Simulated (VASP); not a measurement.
**Rb2As: relaxation of cell and atoms with PBE+D3(BJ)**

Crystal: Rb2As.

```xyz
3
Lattice="7.1237 0.0000 0.0000 0.0000 7.1237 0.0000 0.0000 0.0000 7.0978" Properties=species:S:1:pos:R:3 pbc="T T T"
Rb    3.5619    3.5619    5.1689
Rb    3.5619    3.5619    1.9289
As    0.0000    0.0000    0.0000
```

| Property | Result |
| --- | --- |
| Program | VASP 6.6.1 |
| Task | relaxation of cell and atoms |
| Functional | PBE |
| Dispersion | D3(BJ) |
| Potentials or basis | VASP PAW PBE potentials, release 64 (Rb_sv, As) |
| Cutoff | 600 eV |
| k mesh | 4 × 4 × 4 |
| Occupations | gaussian, width 0.1 eV |
| Spin | no spin polarisation |
| Dipole correction | no |
| Further INCAR settings | ALGO = Normal; EDIFF = 1e-06; IBRION = 2; EDIFFG = -0.04; NSW = 90; ISIF = 3 |

```
Relaxed volume                        : 44.99 Å³/atom
Relaxed cell                          : a = 4.118 Å, b = 4.118 Å, c = 7.960 Å, α = 90.00°, β = 90.00°, γ = 90.00°
Space group after relaxing (to 0.1 Å) : P4/mmm (No. 123)
Pressure after relaxing               : 0.0 GPa
Largest force after relaxing          : 0.018 eV/Å
Band gap on the k mesh                : zero (an odd number of electrons rules out a gap without spin polarisation)
Dispersion energy per atom            : -0.204 eV
```

Forces in eV/Å, atoms in the order of the input:
```
Rb   0.000  0.000 -0.018
Rb   0.000  0.000  0.018
As   0.000  0.000  0.000
```

Final structure:
```
Rb As
1.0
     4.11756    0.00000    0.00000
     0.00000    4.11756    0.00000
     0.00000    0.00000    7.96049
Rb As
2 1
Direct
  0.50000 0.50000 0.76619
  0.50000 0.50000 0.23381
  0.00000 0.00000 0.00000
```

Levels at points of the mesh, in eV from the Fermi level:
```
           k point  band 8  band 9  band 10  band 11  band 12  band 13  band 14  band 15
(0.00, 0.00, 0.00)  -11.26   -8.89    -1.23    -0.20     0.85     0.85     3.31     3.44
(0.50, 0.00, 0.00)  -11.23   -8.53    -1.52    -0.06     0.92     1.41     2.36     3.27
(0.50, 0.50, 0.00)  -11.28   -8.55    -1.01    -1.01    -0.48     2.67     3.05     3.30
(0.00, 0.00, 0.50)  -11.28   -8.87    -1.62     0.86     0.86     1.01     2.32     3.52
(0.50, 0.00, 0.50)  -11.24   -8.52    -1.41    -0.11     0.92     1.71     1.76     4.17
(0.50, 0.50, 0.50)  -11.43   -8.55    -0.99    -0.99    -0.58     3.28     3.28     4.00
```

Run time: 35 min on 1 thread of Intel(R) Xeon(R) Platinum 8259CL CPU @ 2.50GHz (Skylake/Cascade Lake) (shared host), peak memory 0.65 GiB.

Caveat: the volume moved by over 15 % at a fixed basis, so the end points are rough.
